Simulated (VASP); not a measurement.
A run of VASP 6.6.1:

Contents of INCAR:

```
ALGO = Normal
EDIFF = 1E-7
EDIFFG = -0.08
ENCUT = 520
GGA = PE
IBRION = 2
ISIF = 2
ISMEAR = -1
LASPH = True
LCHARG = False
LREAL = False
LWAVE = False
NELM = 60
NSW = 45
PREC = Accurate
SIGMA = 0.1
```

The input KPOINTS:

```
k-points
0
Gamma
  2 1 2
```

File POSCAR:

```
LiSc12
1.0
    6.6200000000      0.0000000000      0.0000000000
   -4.9650000000      8.5996320000      0.0000000000
    0.0000000000      0.0000000000      5.2761400000
Sc Li
12 1
Direct
    0.0000000000      0.0000000000      0.0000000000
    0.1666667000      0.2222222000      0.5000000000
    0.0000000000      0.3333333000      0.0000000000
    0.1666667000      0.5555556000      0.5000000000
    0.0000000000      0.6666667000      0.0000000000
    0.1666667000      0.8888889000      0.5000000000
    0.5000000000      0.0000000000      0.0000000000
    0.6666667000      0.2222222000      0.5000000000
    0.5000000000      0.3333333000      0.0000000000
    0.6666667000      0.5555556000      0.5000000000
    0.5000000000      0.6666667000      0.0000000000
    0.6666667000      0.8888889000      0.5000000000
    0.3331103000      0.4477596000      0.2484134000
```

Potentials or basis: VASP PAW PBE potentials, release 64 (Sc_sv, Li_sv).

Run with:

```console
$ cat potpaw_PBE.64/Sc_sv/POTCAR potpaw_PBE.64/Li_sv/POTCAR > POTCAR
$ mpirun -np 1 vasp_std > vasp.out
```

Hardware: 1 thread of Intel(R) Xeon(R) Platinum 8375C CPU @ 2.90GHz (Ice Lake), with other jobs on the host.

**Question.** How long does it take, and how much memory?

**Answer.** It took 25 min on 1 thread of Intel(R) Xeon(R) Platinum 8375C CPU @ 2.90GHz (Ice Lake), on a shared host, peak memory 0.45 GiB. Counts: scf iterations 151, k points 4, ion steps 11.
